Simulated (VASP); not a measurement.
Here is a VASP 6.6.1 calculation.

Contents of INCAR:

```
PREC = Accurate
ENCUT = 520
EDIFF = 1E-6
ISMEAR = 0
SIGMA = 0.05
LREAL = False
LASPH = True
NELM = 150
ALGO = Normal
ISIF = 2
LWAVE = False
LCHARG = True
ISPIN = 2
MAGMOM = 1.65 0
LORBIT = 11
LMAXMIX = 4
GGA = PE
LELF = True
LVHAR = True
NBANDS = 19
```

The input KPOINTS:

```
regular mesh
0
Gamma
  12 12 12
```

Contents of POSCAR:

```
NiO
1.0
    0.0000000000      2.2434015647      2.2434015647
    2.2434015647      0.0000000000      2.2434015647
    2.2434015647      2.2434015647      0.0000000000
Ni O
1 1
Direct
    0.0000000000      0.0000000000      0.0000000000
    0.2500000000      0.2500000000      0.2500000000
```

Potentials or basis: VASP PAW PBE potentials, release 64 (Ni, O).

Launch:

```console
$ cat potpaw_PBE.64/Ni/POTCAR potpaw_PBE.64/O/POTCAR > POTCAR
$ mpirun -np 1 vasp_std > vasp.out
```

**Question.** Estimate the pressure.

**Answer.** -0.2 GPa.

**Question.** Estimate the net moment.

**Answer.** 1.92 μB per cell.

Caveat: a cell with one magnetic atom can't hold antiferromagnetic order, which such compounds often take.
